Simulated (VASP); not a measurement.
# Si22GeC24 (a cell with a defect) in VASP: further runs

Runs on Si22GeC24 (a cell with a defect). Level: PBE. Tasks: single point.

Everything below comes from runs of VASP 6.6.1. Logs are shortened: lines on timing, memory, paths and dates and some standing lists are left out, and cuts for length are marked.

## (1) The cell of the first run

The cell holds a defect, 47 atoms: a = 6.162 Å, b = 5.336 Å, c = 15.125 Å, α = 90.00°, β = 90.00°, γ = 90.00°.

## (2) Single point, PBE

Contents of INCAR:

```
PREC = Accurate ; ENCUT = 520
EDIFF = 1E-6 ; ISMEAR = 0
SIGMA = 0.02 ; LREAL = Auto
LASPH = T ; NELM = 60
ALGO = Normal ; ISIF = 2
LWAVE = F ; LCHARG = F
GGA = PE ; NBANDS = 128
NELECT = 196.0
```

Contents of KPOINTS:

```
regular mesh
0
Gamma
  2 2 1
```

Contents of POSCAR:

```
Si22GeC24
1.0
   -3.0810000000     -5.3364490000      0.0000000000
    4.6215000000     -2.6682240000      0.0000000000
    0.0000000000      0.0000000000     15.1248000000
Si C Ge
22 24 1
Direct
    0.7519911640      0.4845194799     -0.0015202184
    0.7386585703      0.5448261506      0.5023010552
    0.5053521184      0.3065013257      0.1634422935
    0.4937312876      0.6778468240      0.6712646779
    0.4557004203      0.6385651834      0.3186097006
    0.4981754666      0.3346109732      0.8334719137
    0.4974575396     -0.0114123814     -0.0036605443
    0.4947625741      0.0156515181      0.5090565164
    0.2456239197      0.8184674449      0.1605076431
    0.2479040059      0.1783410672      0.6705451973
    0.2996160617      0.1425855428      0.3319080583
    0.2454636574      0.8346689448      0.8339241511
    0.2499897236      0.4876324437     -0.0007574315
    0.2479696477      0.5130523606      0.5020796308
    0.0053171306      0.3103676467      0.1705168994
   -0.0024038375      0.6797251491      0.6672120623
   -0.0024252431      0.3363035435      0.8325692241
   -0.0017220355     -0.0088206408     -0.0019871998
    0.0035450570      0.0245845117      0.5033784248
    0.7423827221      0.8134322550      0.1585278483
    0.7472855491      0.1832787573      0.6656606368
    0.7477424712      0.8368613121      0.8319975140
    0.5015390752      0.3190228045      0.0391379721
    0.4893767261      0.6846531847      0.5492842219
    0.4929542592      0.6436767440      0.1999200651
    0.4987534196      0.3426435759      0.7098950730
    0.6852544558      0.7105930928      0.3884086401
    0.7492346498      0.5003063845      0.8739702343
    0.2474978930      0.8231217155      0.0382186211
    0.2492600544      0.1855430548      0.5469968529
    0.2609116547      0.1434352068      0.2087881493
    0.2451204327      0.8430425302      0.7107219269
    0.5316645780     -0.0634792676      0.3873013197
    0.4974086582     -0.0011007084      0.8729944859
    0.0014893104      0.3205354464      0.0431158098
   -0.0010025589      0.6863059864      0.5415058050
   -0.0071678586      0.6519620962      0.2004900561
   -0.0027359913      0.3447950689      0.7080108828
    0.2580946609      0.4648189225      0.3785914524
    0.2479468355      0.4985055069      0.8747091532
    0.7466109351      0.8215651392      0.0359895668
    0.7478031406      0.1961749381      0.5363901671
    0.7553434590      0.1391948928      0.1994470671
    0.7478036790      0.8458985470      0.7071155321
    0.0675888973      0.0064650855      0.3846144742
   -0.0031245548      0.0020264517      0.8739876891
    0.9456588546     -0.2507489060      0.3195258780
```

Potentials or basis: VASP PAW PBE potentials, release 64 (Si, C, Ge_d).

On the command line:

```
$ cat potpaw_PBE.64/Si/POTCAR potpaw_PBE.64/C/POTCAR potpaw_PBE.64/Ge_d/POTCAR > POTCAR
$ mpirun -np 1 vasp_std > vasp.out
```

OUTCAR:

```text
PREC = Accurate
   ENCUT = 520
   EDIFF = 1E-6
   ISMEAR = 0
   LREAL = Auto
   LASPH = T
   NELM = 60
   ISIF = 2
   GGA = PE
   NELECT = 196.0

 ion  position               nearest neighbor table
   1  0.752  0.485  0.998-  23 1.88  28 1.89  41 1.89  35 1.89  20 2.99  17 3.04  18 3.04   6 3.05
                            13 3.07   3 3.07   7 3.08  13 3.09  18 3.10   7 3.11  22 3.14
   2  0.739  0.545  0.502-  24 1.85  36 1.87  42 1.93  27 1.96   8 2.93  14 3.03  19 3.04  16 3.05
                             4 3.05  21 3.14  14 3.14
   3  0.505  0.307  0.163-  43 1.86  31 1.87  23 1.88  25 1.88   5 2.96  11 2.98  20 3.01   7 3.04
                             9 3.06   1 3.07  20 3.08  15 3.08  15 3.08  13 3.09
   4  0.494  0.678  0.671-  24 1.85  32 1.87  26 1.88  44 1.88  22 3.01  12 3.02   8 3.04   2 3.05
                            16 3.06   6 3.06  10 3.07  21 3.07  10 3.07  14 3.10  16 3.11  21 3.12
   5  0.456  0.639  0.319-  39 1.78  27 1.81  25 1.81  33 1.96  11 2.82  11 2.86   9 2.88   3 2.96
                            14 3.13  20 3.14
   6  0.498  0.335  0.833-  26 1.87  40 1.88  28 1.88  34 1.89  10 3.02  13 3.05   1 3.05   4 3.06
                            22 3.07  21 3.07  17 3.08   7 3.08  17 3.08  12 3.09  12 3.09  22 3.09
   7  0.497  0.989  0.996-  34 1.87  41 1.87  23 1.88  29 1.89  12 3.02  20 3.03  22 3.04   3 3.04
                             9 3.07  13 3.07  18 3.08   1 3.08  13 3.08   6 3.08  18 3.09   1 3.11
   8  0.495  0.016  0.509-  30 1.85  24 1.87  42 1.88  33 1.90   2 2.93  21 2.97  10 3.01  11 3.01
                            19 3.03   4 3.04  14 3.06  14 3.09  19 3.14
   9  0.246  0.818  0.161-  29 1.85  25 1.88  31 1.88  37 1.89   5 2.88  13 3.01  15 3.02  18 3.04
                             3 3.06  20 3.06   7 3.07  15 3.09  20 3.10  11 3.13
  10  0.248  0.178  0.671-  30 1.87  38 1.87  26 1.87  32 1.89   8 3.01  17 3.02   6 3.02  19 3.06
                             4 3.07   4 3.07  16 3.08  12 3.08  21 3.08  21 3.09  16 3.09  14 3.11
  11  0.300  0.143  0.332-  45 1.79  39 1.88  31 1.88  33 1.99   5 2.82   5 2.86   3 2.98   8 3.01
                            47 3.03   9 3.13
  12  0.245  0.835  0.834-  32 1.86  46 1.87  34 1.88  40 1.90   4 3.02   7 3.02  18 3.03  16 3.06
                            17 3.07  22 3.07  10 3.08  17 3.08   6 3.09   6 3.09  22 3.10  13 3.11
  13  0.250  0.488  0.999-  40 1.88  29 1.88  23 1.89  35 1.89   9 3.01   6 3.05   1 3.07   7 3.07
                            18 3.07  17 3.07   7 3.08   1 3.09   3 3.09  18 3.10  12 3.11  15 3.14
  14  0.248  0.513  0.502-  30 1.88  39 1.89  24 1.89  36 1.89  19 3.01   2 3.03   8 3.06  16 3.07
                             8 3.09   4 3.10  10 3.11  19 3.12   5 3.13   2 3.14
  15  0.005  0.310  0.171-  43 1.84  37 1.88  31 1.90  35 1.93   9 3.02   3 3.08   3 3.08   9 3.09
                            20 3.11  18 3.12  20 3.14  13 3.14
  16  0.998  0.680  0.667-  32 1.88  44 1.88  38 1.89  36 1.90  22 3.05   2 3.05   4 3.06  12 3.06
                            21 3.07  14 3.07  10 3.08  19 3.09  10 3.09  21 3.10  17 3.10   4 3.11
  17  0.998  0.336  0.833-  28 1.87  40 1.88  38 1.88  46 1.89  10 3.02   1 3.04  12 3.07  21 3.07
                            13 3.07   6 3.08  22 3.08  12 3.08  22 3.08   6 3.08  16 3.10  18 3.11
  18  0.998  0.991  0.998-  46 1.88  29 1.88  41 1.89  35 1.89  12 3.03   9 3.04   1 3.04  20 3.05
                            22 3.06  13 3.07   7 3.08   7 3.09   1 3.10  13 3.10  17 3.11  15 3.12
  19  0.004  0.025  0.503-  45 1.84  30 1.86  42 1.89  36 1.90  14 3.01   8 3.03   2 3.04  21 3.04
                            10 3.06  16 3.09  14 3.12   8 3.14
  20  0.742  0.813  0.159-  43 1.85  41 1.85  37 1.88  25 1.89  47 2.76   1 2.99   3 3.01   7 3.03
[... 265 lines left out ...]
   IVDW    =     0    specifies the selected vdW correction
   LEPSILON=     F    determine dielectric tensor
   LRPA    =     F    only Hartree local field effects (RPA)
 non-spin polarized calculation
 Gauss-broadening in eV      SIGMA  =   0.02
  energy-cutoff  :      520.00
  volume of cell :      497.35
 maximum number of plane-waves:     13440
 NGX is ok and might be reduce to    48
   NGX = 23   NGY = 19   NGZ = 57

 number of electron     196.0000004 magnetization

 Free energy of the ion-electron system (eV)
  ---------------------------------------------------
  ext. energy  EPLUGINS =         0.00000000
  ---------------------------------------------------
  free energy    TOTEN  =      -359.49640639 eV

  energy without entropy =     -359.49558891  energy(sigma->0) =     -359.49599765

 E-fermi :   7.7240     XC(G=0): -11.1796

 val. band max:        7.6962420493   @ k =   0.5000   0.5000   0.0000
 cond. band min:       7.7518371567   @ k =   0.0000   0.0000   0.0000
 fundamental gap:      0.0555951074
 Fermi energy:         7.7240396184

 k-point     1 :       0.0000    0.0000    0.0000
  band No.  band energies     occupation
      1     -16.7310      2.00000
      2     -16.6710      2.00000
      3     -16.6179      2.00000
      4     -16.5937      2.00000
      5     -16.5306      2.00000
      6      -8.1491      2.00000
[... 441 lines left out ...]
    109      12.0671      0.00000
    110      12.1047      0.00000
 [bands above 110 left out]

------------------------ aborting loop because EDIFF is reached ----------------------------------------

  FORCE on cell =-STRESS in cart. coord.  units (eV):
  Direction    XX          YY          ZZ          XY          YZ          ZX
  --------------------------------------------------------------------------------------
  -------------------------------------------------------------------------------------
  Total      -19.3144266      4.0547030      1.0523980     -0.5428378     -3.6453761      7.9132247
  in kB      -62.2198162     13.0618879      3.3902124     -1.7487066    -11.7432753     25.4917942
  external PRESSURE =     -15.2559053 kB  Pullay stress =       0.0000000 kB

 VOLUME and BASIS-vectors are now :
 -----------------------------------------------------------------------------
  energy-cutoff  :      520.00
  volume of cell :      497.35
      direct lattice vectors                 reciprocal lattice vectors
    -3.081000000 -5.336449000  0.000000000    -0.081142475 -0.140542903  0.000000000
     4.621500000 -2.668224000  0.000000000     0.162284980 -0.093695269  0.000000000
     0.000000000  0.000000000 15.124800000     0.000000000  0.000000000  0.066116577

 POSITION                                       TOTAL-FORCE (eV/Angst)
 -----------------------------------------------------------------------------------
     -0.07768     -5.30577     15.10181         0.031266     -0.007465      0.026116
      0.24211     -5.39553      7.59720         0.013959      0.016698      0.025518
     -0.14049     -3.51460      2.47203         0.116501     -0.001699     -0.055003
      1.61148     -4.44342     10.15274         0.018843     -0.000179     -0.017940
      1.54712     -4.13566      4.81891         0.018316     -0.002670      0.099999
      0.01153     -3.55130     12.60610         0.018080      0.001747      0.003167
[... 39 lines left out ...]
     -3.06201     -5.32518     13.21889         0.005638     -0.001834      0.004697
      0.54909     -7.04563      4.83276        -1.194229     -0.006940      0.467085
 -----------------------------------------------------------------------------------
    total drift:                               -0.023327     -0.018071      0.022017

  FREE ENERGIE OF THE ION-ELECTRON SYSTEM (eV)
  ---------------------------------------------------
  free  energy   TOTEN  =      -359.4964063874 eV

  energy  without entropy=     -359.4955889093  energy(sigma->0) =     -359.49599765
```

OSZICAR:

```text
N       E                     dE             d eps       ncg     rms          rms(c)
DAV:   1     0.112560822240E+04    0.11256E+04   -0.82870E+04  1240   0.168E+03
DAV:   2    -0.193188237684E+03   -0.13188E+04   -0.12097E+04  1200   0.453E+02
[... 11 lines left out ...]
DAV:  14    -0.359496507714E+03   -0.26885E-03   -0.39067E-03  1352   0.203E-01    0.117E-01
DAV:  15    -0.359496379341E+03    0.12837E-03   -0.18455E-03  1240   0.116E-01    0.782E-02
DAV:  16    -0.359496407363E+03   -0.28021E-04   -0.66334E-04  1192   0.591E-02    0.479E-02
DAV:  17    -0.359496412199E+03   -0.48364E-05   -0.24620E-04  1200   0.410E-02    0.202E-02
DAV:  18    -0.359496405663E+03    0.65362E-05   -0.41681E-05  1216   0.186E-02    0.814E-03
DAV:  19    -0.359496406387E+03   -0.72461E-06   -0.96411E-06  1176   0.802E-03
   1 F= -.35949641E+03 E0= -.35949600E+03  d E =-.817478E-03
```

Wall time 15 min (1 thread of Intel Xeon 8259CL, shared host); peak memory 0.57 GiB.

What came out:

```
Free energy   : -359.4964 eV
Largest force : 1.282 eV/Å
```

Forces in eV/Å, atoms in the order of the input:
```
Si   0.031 -0.007  0.026
Si   0.014  0.017  0.026
Si   0.117 -0.002 -0.055
Si   0.019  0.000 -0.018
Si   0.018 -0.003  0.100
Si   0.018  0.002  0.003
Si   0.010 -0.015  0.026
Si  -0.013 -0.017 -0.082
Si   0.020 -0.050  0.002
Si   0.009 -0.014 -0.032
Si   0.104 -0.009 -0.024
Si   0.019 -0.003 -0.001
Si   0.029 -0.006 -0.023
Si   0.059  0.021 -0.040
Si   0.001 -0.015 -0.033
Si   0.016 -0.009  0.008
Si   0.016  0.003  0.000
Si   0.009  0.002  0.013
Si   0.024 -0.004 -0.023
Si   0.057 -0.026  0.192
Si   0.008  0.000 -0.001
Si   0.016  0.002  0.000
C    0.045  0.002 -0.044
C    0.026  0.021 -0.027
C    0.031 -0.005  0.073
C    0.010 -0.005 -0.007
C   -0.236  0.006 -0.042
C    0.017 -0.011  0.009
C    0.014 -0.010  0.010
C    0.000 -0.018 -0.060
C    0.034 -0.009 -0.023
C    0.010 -0.019 -0.004
C    0.031 -0.025 -0.102
C    0.008 -0.014  0.012
C    0.009  0.003 -0.039
C    0.036  0.002  0.014
C   -0.025 -0.034 -0.013
C   -0.006 -0.008 -0.004
C    0.402  0.285 -0.126
C    0.011 -0.003 -0.016
C    0.024 -0.024  0.103
C   -0.003 -0.002  0.004
C    0.182 -0.027 -0.187
C    0.002  0.003  0.000
C   -0.035  0.035 -0.069
C    0.006 -0.002  0.005
Ge  -1.194 -0.007  0.467
```

Caveat: the k points lie up to 0.59 Å⁻¹ apart; the cell carries a net charge on a neutralising background, which shifts energy and pressure; the cell is charged against a uniform background, so pressure and absolute levels hang on convention.

## (3) Single point, PBE

Contents of INCAR:

```
SYSTEM = Si22GeC24
PREC     = Accurate       ! precision mode
ENCUT    = 520            ! plane-wave cutoff, eV
EDIFF    = 1E-7           ! SCF threshold, eV
ISMEAR   = 0              ! smearing method
SIGMA    = 0.02           ! smearing width, eV
LREAL    = Auto         
LASPH    = .TRUE.         ! aspherical terms in the spheres
NELM     = 60             ! most SCF steps
ALGO     = Normal         ! electronic algorithm
ISIF     = 2              ! what is computed and relaxed
LWAVE    = .FALSE.        ! write WAVECAR
LCHARG   = .TRUE.         ! write CHGCAR
GGA      = PE             ! functional
LELF     = .TRUE.         ! ELF
LVHAR    = .TRUE.       
NELECT   = 196.0        
NBANDS   = 128            ! bands
```

Contents of KPOINTS:

```
regular mesh
0
G
  2 2 1
  0 0 0
```

Contents of POSCAR:

```
Si22GeC24
1.0
   -3.0810000000     -5.3364490000      0.0000000000
    4.6215000000     -2.6682240000      0.0000000000
    0.0000000000      0.0000000000     15.1248000000
Si C Ge
22 24 1
Direct
    0.7514509881      0.4880925012     -0.0013684809
    0.7434275394      0.5312210860      0.5045461097
    0.5011070442      0.3163654232      0.1640651777
    0.4957133052      0.6763020001      0.6703175579
    0.4754792232      0.6555305608      0.3252312758
    0.4983287799      0.3330477055      0.8334221279
    0.4990182404     -0.0099783190     -0.0024211229
    0.4977450954      0.0116941770      0.5046860785
    0.2475900668      0.8203022819      0.1618393632
    0.2492829809      0.1762775861      0.6695389030
    0.2748075130      0.1656449091      0.3282360758
    0.2463266277      0.8333189094      0.8338902994
    0.2500917065      0.4904960614     -0.0009973686
    0.2481952055      0.5128617177      0.5029035756
    0.0044073953      0.3169547084      0.1674501481
   -0.0012983200      0.6773387160      0.6678800381
   -0.0024578224      0.3339258788      0.8326519359
   -0.0010571955     -0.0087928637     -0.0015322517
    0.0044308724      0.0185681095      0.5032834814
    0.7456373137      0.8144850294      0.1629603036
    0.7487043296      0.1786913426      0.6662643473
    0.7476965019      0.8346517197      0.8322996007
    0.5007914392      0.3220187005      0.0390522850
    0.4927068285      0.6824000300      0.5473814530
    0.4942969460      0.6497762395      0.2035760473
    0.5003220825      0.3415900327      0.7094165873
    0.7217688107      0.6143669167      0.3849808262
    0.7495835987      0.4997505285      0.8740620702
    0.2486302988      0.8241973278      0.0388994235
    0.2519202855      0.1827868440      0.5453982863
    0.2553496365      0.1501915460      0.2063251745
    0.2474900706      0.8421938564      0.7103756083
    0.4890263009     -0.0312188612      0.3817990982
    0.4985615195     -0.0013991038      0.8735701629
    0.0000741579      0.3218486380      0.0412221649
   -0.0001663767      0.6835298914      0.5433388210
   -0.0029584411      0.6536938316      0.2013852084
   -0.0007828153      0.3427168985      0.7082263567
    0.2465477558      0.4883058825      0.3769266370
    0.2487150472      0.4979307715      0.8743973474
    0.7477090250      0.8232085916      0.0382975643
    0.7497753556      0.1870922581      0.5382096292
    0.7520747127      0.1474766179      0.1953801703
    0.7490526621      0.8436726716      0.7077891278
    0.0567192367     -0.0022345627      0.3827225484
   -0.0022319604      0.0002603765      0.8741275257
    0.9880981541     -0.3142147760      0.3280320401
```

Potentials or basis: VASP PAW PBE potentials, release 64 (Si, C, Ge_d).

On the command line:

```
$ cat potpaw_PBE.64/Si/POTCAR potpaw_PBE.64/C/POTCAR potpaw_PBE.64/Ge_d/POTCAR > POTCAR
$ mpirun -np 1 vasp_std > vasp.out
```

Run time: 16 min. Hardware: 1 thread of Intel Xeon 8259CL, shared host; peak memory 0.57 GiB.

Results (log left out):

```yaml
Free_energy: -360.6077 eV
Largest_force: 1.176 eV/Å
```

Forces on the atoms (eV/Å):
```
Si   0.062 -0.015  0.003
Si  -0.135  0.023  0.067
Si   0.145 -0.008  0.019
Si  -0.004 -0.015 -0.037
Si   0.059 -0.326  0.219
Si   0.008  0.009 -0.006
Si   0.027 -0.023  0.039
Si  -0.037 -0.008 -0.145
Si   0.029 -0.033  0.037
Si  -0.004 -0.005 -0.034
Si   0.403  0.153 -0.111
Si   0.007 -0.001 -0.005
Si   0.053 -0.018 -0.008
Si   0.018 -0.001  0.028
Si   0.093 -0.026 -0.101
Si  -0.009  0.002  0.022
Si   0.002  0.016 -0.001
Si   0.019 -0.008  0.016
Si  -0.045  0.022 -0.010
Si   0.013 -0.043  0.139
Si  -0.029  0.009  0.022
Si   0.004  0.014  0.006
C    0.058 -0.006  0.004
C   -0.017 -0.029 -0.057
C    0.071 -0.055  0.113
C    0.006 -0.011 -0.018
C   -1.165  0.106 -0.126
C    0.015  0.000  0.002
C    0.026 -0.024  0.030
C   -0.012 -0.012 -0.054
C    0.127  0.023 -0.076
C   -0.002 -0.021 -0.014
C    0.611  0.304 -0.189
C    0.012 -0.012  0.016
C    0.044  0.010 -0.062
C   -0.006  0.003  0.059
C    0.016 -0.056  0.048
C   -0.011 -0.011  0.010
C    0.330  0.001 -0.065
C    0.011 -0.003 -0.009
C    0.031 -0.021  0.080
C   -0.075  0.028  0.049
C    0.125 -0.006 -0.129
C   -0.012  0.001  0.025
C   -0.012  0.187 -0.078
C   -0.004 -0.005  0.002
Ge  -0.848 -0.108  0.281
```

Levels at points of the mesh, in eV from the Fermi level:
| k point | band 95 | band 96 | band 97 | band 98 | band 99 | band 100 | band 101 | band 102 |
| --- | --- | --- | --- | --- | --- | --- | --- | --- |
| (0.00, 0.00, 0.00) | -0.36 | -0.32 | -0.02 | 0.02 | 0.34 | 0.44 | 1.42 | 2.22 |
| (0.50, 0.00, 0.00) | -0.81 | -0.74 | -0.46 | -0.19 | 0.05 | 0.20 | 1.21 | 3.24 |
| (0.00, 0.50, 0.00) | -0.86 | -0.61 | -0.59 | -0.51 | 0.10 | 0.38 | 1.39 | 2.23 |
| (0.50, 0.50, 0.00) | -1.01 | -0.93 | -0.83 | -0.65 | -0.22 | 0.51 | 1.41 | 3.73 |

Caveat: the k points lie up to 0.59 Å⁻¹ apart; the cell carries a net charge on a neutralising background, which shifts energy and pressure; the cell is charged against a uniform background, so pressure and absolute levels hang on convention.
